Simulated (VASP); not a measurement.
# Sr in VASP: further runs

The runs below take Sr through single point, with PBE.

Everything below comes from runs of VASP 6.6.1. Logs are shortened: lines on timing, memory, paths and dates and some standing lists are left out, and cuts for length are marked.

### 1 The cell of the first run

The cell holds a wire or tube with vacuum around it, 6 atoms: a = 15.000 Å, b = 15.300 Å, c = 6.026 Å, α = 90.00°, β = 90.00°, γ = 90.00°.

### 2 Single point, PBE

INCAR

```
SYSTEM = Sr
  ALGO = Normal
  EDIFF = 1E-6
  ENCUT = 520
  GGA = PE
  ISIF = 2
  ISMEAR = 0
  LASPH = .TRUE.
  LCHARG = .TRUE.
  LELF = .TRUE.
  LREAL = .FALSE.
  LVHAR = .TRUE.
  LWAVE = .FALSE.
  NBANDS = 39
  NELM = 60
  PREC = Accurate
  SIGMA = 0.05
```

KPOINTS

```
k-points
0
G
  1 1 6
  0 0 0
```

POSCAR

```
Sr
1.0
   15.0000000000      0.0000000000      0.0000000000
    0.0000000000     15.3000000000      0.0000000000
    0.0000000000      0.0000000000      6.0256401814
Sr
6
Direct
    0.7008546727      0.6969163458      0.0000000000
    0.2991453273      0.5000000000      0.5000000000
    0.7008546727      0.5000000000      0.5000000000
    0.5000000000      0.3030836542      0.5000000000
    0.5000000000      0.6969163458      0.5000000000
    0.5000000000      0.5000000000      0.0000000000
```

Potentials or basis: VASP PAW PBE potentials, release 64 (Sr_sv).

Command:

```
> cat potpaw_PBE.64/Sr_sv/POTCAR > POTCAR
> mpirun -np 1 vasp_std > vasp.out
```

OUTCAR:

```text
SYSTEM = Sr
   EDIFF = 1E-6
   ENCUT = 520
   GGA = PE
   ISIF = 2
   ISMEAR = 0
   LASPH = .TRUE.
   LREAL = .FALSE.
   NELM = 60
   PREC = Accurate

 ion  position               nearest neighbor table
   1  0.701  0.697  0.000-   5 4.26   5 4.26   6 4.26   3 4.26   3 4.26
   2  0.299  0.500  0.500-   6 4.26   6 4.26   4 4.26   5 4.26
   3  0.701  0.500  0.500-   6 4.26   6 4.26   4 4.26   5 4.26   1 4.26   1 4.26
   4  0.500  0.303  0.500-   2 4.26   3 4.26   6 4.26   6 4.26
   5  0.500  0.697  0.500-   1 4.26   1 4.26   3 4.26   2 4.26   6 4.26   6 4.26
   6  0.500  0.500  0.000-   2 4.26   3 4.26   2 4.26   3 4.26   1 4.26   4 4.26   5 4.26   4 4.26
                             5 4.26

  LATTYP: Found a simple orthorhombic cell.
 ALAT       =     6.0256401814
 B/A-ratio  =     2.4893620509
 C/A-ratio  =     2.5391492919

  Lattice vectors:

 A1 = (   0.0000000000,   0.0000000000,   6.0256401814)
 A2 = (  15.0000000000,   0.0000000000,   0.0000000000)
 A3 = (   0.0000000000,  15.3000000000,   0.0000000000)

Analysis of symmetry for initial positions (statically):
=====================================================================
 Subroutine PRICEL returns:
 Original cell was already a primitive cell.

 Routine SETGRP: Setting up the symmetry group for a
 simple orthorhombic supercell.

 Subroutine GETGRP returns: Found  2 space group operations
 (whereof  2 operations were pure point group operations)
 out of a pool of  8 trial point group operations.

The static configuration has the point symmetry C_1h.

Analysis of symmetry for dynamics (positions and initial velocities):
=====================================================================
 Subroutine PRICEL returns:
 Original cell was already a primitive cell.

 Routine SETGRP: Setting up the symmetry group for a
 simple orthorhombic supercell.

 Subroutine GETGRP returns: Found  2 space group operations
 (whereof  2 operations were pure point group operations)
 out of a pool of  8 trial point group operations.

The dynamic configuration has the point symmetry C_1h.

 Subroutine INISYM returns: Found  2 space group operations
 (whereof  2 operations are pure point group operations),
 and found     1 'primitive' translations

----------------------------------------------------------------------------------------

[... 80 lines left out ...]
   LREAL  =      F    real-space projection
   EDIFFG = 0.1E-04   stopping-criterion for IOM
   NSW    =      0    number of steps for IOM
   IBRION =     -1    ionic relax: 0-MD 1-quasi-New 2-CG
   NFREE  =      0    steps in history (QN), initial steepest desc. (CG)
   ISIF   =      2    stress and relaxation
   ISYM   =      2    0-nonsym 1-usesym 2-fastsym
   POTIM  = 0.5000    time-step for ionic-motion
   TEBEG  =    0.0;   TEEND  =   0.0 temperature during run
   PSTRESS=    0.0 pullay stress
   NELECT =      60.0000    total number of electrons
   NUPDOWN=      -1.0000    fix difference up-down
   EMIN   =  10.00;   EMAX   =-10.00  energy-range for DOS
   EFERMI =   0.00;   METHOD = LEGACY
   ISMEAR =     0;   SIGMA  =   0.05  broadening in eV -4-tet -1-fermi 0-gaus
   EFERMI_NEDOS =   21; number of points for ismear=-14 and -15
   IALGO  =     38    algorithm
   IMIX   =      4    mixing-type and parameters
     AMIX     =   0.40;   BMIX     =  1.00
     AMIX_MAG =   1.60;   BMIX_MAG =  1.00
  volume/ion in A,a.u.               =     230.48      1555.36
  Fermi-wavevector in a.u.,A,eV,Ry     =   0.575259  1.087082  4.502477  0.330923
  Thomas-Fermi vector in A             =   1.617281
   LORBIT       =      0    0 simple, 1 ext, 2 COOP (PROOUT), +10 PAW based schemes
   GGA     = PE    functional components
   LHFCALC =     F    Hartree Fock is set to
   AEXX    =    0.0000 exact exchange contribution
   IVDW    =     0    specifies the selected vdW correction
   LEPSILON=     F    determine dielectric tensor
   LRPA    =     F    only Hartree local field effects (RPA)
 non-spin polarized calculation
 Gauss-broadening in eV      SIGMA  =   0.05
  energy-cutoff  :      520.00
  volume of cell :     1382.88
 maximum number of plane-waves:     37258
 NGX is ok and might be reduce to   112

 number of electron      59.9999999 magnetization

 Free energy of the ion-electron system (eV)
  ---------------------------------------------------
  ext. energy  EPLUGINS =         0.00000000
  ---------------------------------------------------
  free energy    TOTEN  =        -5.48030535 eV

  energy without entropy =       -5.46412109  energy(sigma->0) =       -5.47221322

 E-fermi :  -1.3872     XC(G=0):  -3.0160

 val. band max:       -1.4462551861   @ k =   0.0000   0.0000   0.0000
 cond. band min:      -1.3745203390   @ k =   0.0000   0.0000   0.1667
 fundamental gap:      0.0717348470
 Fermi energy:        -1.3872032880

 k-point     1 :       0.0000    0.0000    0.0000
  band No.  band energies     occupation
      1     -39.1000      2.00000
      2     -39.0976      2.00000
      3     -38.9099      2.00000
      4     -38.7654      2.00000
      5     -38.7630      2.00000
      6     -38.1484      2.00000
[... 157 lines left out ...]
     38      -0.3472      0.00000
     39      -0.2477      0.00000

------------------------ aborting loop because EDIFF is reached ----------------------------------------

  FORCE on cell =-STRESS in cart. coord.  units (eV):
  Direction    XX          YY          ZZ          XY          YZ          ZX
  --------------------------------------------------------------------------------------
  -------------------------------------------------------------------------------------
  Total       -0.8310568     -0.8126536     -3.8681942      0.1355941      0.0000000      0.0000000
  in kB       -0.9628429     -0.9415213     -4.4815987      0.1570961      0.0000000      0.0000000
  external PRESSURE =      -2.1286543 kB  Pullay stress =       0.0000000 kB

 VOLUME and BASIS-vectors are now :
 -----------------------------------------------------------------------------
  energy-cutoff  :      520.00
  volume of cell :     1382.88
      direct lattice vectors                 reciprocal lattice vectors
    15.000000000  0.000000000  0.000000000     0.066666667  0.000000000  0.000000000
     0.000000000 15.300000000  0.000000000     0.000000000  0.065359477  0.000000000
     0.000000000  0.000000000  6.025640181     0.000000000  0.000000000  0.165957470

 POSITION                                       TOTAL-FORCE (eV/Angst)
 -----------------------------------------------------------------------------------
     10.51282     10.66282      0.00000        -0.042458     -0.044489      0.000000
      4.48718      7.65000      3.01282         0.037613     -0.031091      0.000000
     10.51282      7.65000      3.01282        -0.096165      0.042927      0.000000
      7.50000      4.63718      3.01282        -0.032233      0.043109      0.000000
      7.50000     10.66282      3.01282         0.043193     -0.100162      0.000000
      7.50000      7.65000      0.00000         0.090050      0.089706      0.000000
 -----------------------------------------------------------------------------------
    total drift:                                0.000009      0.000040      0.000000

  FREE ENERGIE OF THE ION-ELECTRON SYSTEM (eV)
  ---------------------------------------------------
  free  energy   TOTEN  =        -5.4803053493 eV

  energy  without entropy=       -5.4641210907  energy(sigma->0) =       -5.47221322
```

OSZICAR:

```text
N       E                     dE             d eps       ncg     rms          rms(c)
DAV:   1     0.424608951202E+03    0.42461E+03   -0.23267E+04   424   0.104E+03
DAV:   2     0.535484261978E+02   -0.37106E+03   -0.36673E+03   396   0.237E+02
DAV:   3    -0.394849128362E+01   -0.57497E+02   -0.57182E+02   481   0.660E+01
[... 15 lines left out ...]
DAV:  19    -0.548028221125E+01   -0.42756E-05   -0.81349E-07   272   0.299E-03    0.252E-03
DAV:  20    -0.548029723339E+01   -0.15022E-04   -0.62260E-06   272   0.696E-03    0.160E-03
DAV:  21    -0.548030193438E+01   -0.47010E-05   -0.22459E-06   272   0.399E-03    0.117E-03
DAV:  22    -0.548030436646E+01   -0.24321E-05   -0.17122E-06   272   0.376E-03    0.570E-04
DAV:  23    -0.548030534928E+01   -0.98282E-06   -0.96352E-07   272   0.267E-03
   1 F= -.54803053E+01 E0= -.54722132E+01  d E =-.161843E-01
```

Wall time 7.2 min (1 thread of Intel Xeon Platinum 8488C (Sapphire Rapids), shared host); peak memory 1.1 GiB.

What came out:

```
Free energy            : -5.4803 eV
Largest force          : 0.127 eV/Å
Band gap on the k mesh : zero (bands 30 and 31 overlap by 0.07 eV)
```

Forces on the atoms (eV/Å):
```
Sr  -0.042 -0.044  0.000
Sr   0.038 -0.031  0.000
Sr  -0.096  0.043  0.000
Sr  -0.032  0.043  0.000
Sr   0.043 -0.100  0.000
Sr   0.090  0.090  0.000
```

### 3 Single point, PBE

This run uses another cell than the first one: it holds 8 atoms, not 6.

INCAR

```
SYSTEM = Sr
PREC     = Accurate       ! precision mode
ENCUT    = 520            ! plane-wave cutoff, eV
EDIFF    = 1E-6           ! SCF threshold, eV
ISMEAR   = 0              ! smearing method
SIGMA    = 0.05           ! smearing width, eV
LREAL    = .FALSE.        ! projectors in reciprocal space
LASPH    = .TRUE.         ! aspherical terms in the spheres
NELM     = 80             ! most SCF steps
ALGO     = Normal         ! electronic algorithm
ISIF     = 2              ! what is computed and relaxed
LWAVE    = .FALSE.        ! write WAVECAR
LCHARG   = .FALSE.        ! write CHGCAR
GGA      = PE             ! functional
NBANDS   = 50             ! bands
```

KPOINTS

```
regular mesh
0
G
  1 1 6
  0 0 0
```

POSCAR

```
Sr
1.0
   15.0000000000      0.0000000000      0.0000000000
    0.0000000000     15.3000000000      0.0000000000
    0.0000000000      0.0000000000      4.3555611759
Sr
8
Direct
    0.2909646682      0.6835355043      0.0000000000
    0.6900429347      0.2979678708      0.0000000000
    0.7627365297      0.7595858980      0.0000000000
    0.2578850068      0.4529221719      0.5000000000
    0.7266210882      0.5278632245      0.5000000000
    0.4555418895      0.2626133191      0.5000000000
    0.5261249047      0.7217628301      0.5000000000
    0.4909376508      0.4906655272      0.0000000000
```

Potentials or basis: VASP PAW PBE potentials, release 64 (Sr_sv).

Command:

```
> cat potpaw_PBE.64/Sr_sv/POTCAR > POTCAR
> mpirun -np 1 vasp_std > vasp.out
```

It took 4.6 min on 1 thread of Intel Xeon Platinum 8488C (Sapphire Rapids), shared host; peak memory 0.82 GiB.

The run converged. Its results:

| Property | Result |
| --- | --- |
| Free energy | -9.4721 eV |
| Largest force | 0.008 eV/Å |

Forces on the atoms (eV/Å):
```
Sr  -0.004  0.003  0.000
Sr   0.006 -0.005  0.000
Sr   0.000 -0.001  0.000
Sr   0.001 -0.001  0.000
Sr   0.003  0.002  0.000
Sr  -0.002 -0.001  0.000
Sr  -0.001  0.002  0.000
Sr  -0.003  0.002  0.000
```

Levels at points of the mesh, in eV from the Fermi level:
| k point | band 37 | band 38 | band 39 | band 40 | band 41 | band 42 | band 43 | band 44 |
| --- | --- | --- | --- | --- | --- | --- | --- | --- |
| (0.00, 0.00, 0.00) | -1.60 | -1.51 | -0.77 | -0.72 | 0.08 | 0.13 | 0.20 | 0.25 |
| (0.00, 0.00, 0.50) | -0.71 | -0.61 | -0.25 | -0.03 | 0.12 | 0.13 | 0.16 | 0.40 |

### 4 Single point, PBE

This run uses another cell than the first one: it holds 8 atoms, not 6.

INCAR

```
PREC = Accurate ; ENCUT = 520
EDIFF = 1E-6 ; ISMEAR = 0
SIGMA = 0.05 ; LREAL = F
LASPH = T ; NELM = 80
ALGO = Normal ; ISIF = 2
LWAVE = F ; LCHARG = T
GGA = PE ; LELF = T
LVHAR = T ; NBANDS = 50
```

KPOINTS

```
Automatic mesh
0
Gamma
  1 1 6
```

POSCAR

```
Sr
1.0
   15.0000000000      0.0000000000      0.0000000000
    0.0000000000     15.3000000000      0.0000000000
    0.0000000000      0.0000000000      6.0256401814
Sr
8
Direct
    0.2991453273      0.6969163458      0.0000000000
    0.7008546727      0.3030836542      0.0000000000
    0.7008546727      0.6969163458      0.0000000000
    0.2991453273      0.5000000000      0.5000000000
    0.7008546727      0.5000000000      0.5000000000
    0.5000000000      0.3030836542      0.5000000000
    0.5000000000      0.6969163458      0.5000000000
    0.5000000000      0.5000000000      0.0000000000
```

Command:

```
> cat potpaw_PBE.64/Sr_sv/POTCAR > POTCAR
> mpirun -np 1 vasp_std > vasp.out
```

Run time: 9.3 min. Hardware: 1 thread of Intel Xeon Platinum 8488C (Sapphire Rapids), shared host; peak memory 1.1 GiB.

It converged, with:

```
Free energy   : -8.5363 eV
Largest force : 0.122 eV/Å
```

Forces on the atoms (eV/Å):
```
Sr   0.065 -0.004  0.000
Sr  -0.003  0.069  0.000
Sr  -0.083 -0.086  0.000
Sr   0.060  0.067  0.000
Sr  -0.106 -0.051  0.000
Sr   0.068  0.066  0.000
Sr  -0.051 -0.111  0.000
Sr   0.050  0.050  0.000
```

Levels at points of the mesh, in eV from the Fermi level:
```
           k point  band 38  band 39  band 40  band 41  band 42  band 43
(0.00, 0.00, 0.00)    -0.70    -0.10    -0.08     0.27     0.42     0.43
(0.00, 0.00, 0.50)    -0.97    -0.37    -0.04     0.09     0.14     0.25
```

### 5 Overview

| cell | largest force (eV/Å) |
| --- | --- |
| a = 15.000, b = 15.300, c = 6.026 Å, 6 atoms, atomic positions A | 0.13 |
| a = 15.000, b = 15.300, c = 4.356 Å, 8 atoms, atomic positions B | 0.01 |
| a = 15.000, b = 15.300, c = 6.026 Å, 8 atoms, atomic positions C | 0.12 |

Alike in all rows: task single point; level PBE; potentials or basis VASP PAW PBE potentials, release 64 (Sr_sv); no spin polarisation; k mesh 1 × 1 × 6; cutoff (eV) 520; smearing gaussian 0.05 eV.

Total energies depend on the potentials used, so only differences within one code and one set of settings carry meaning.
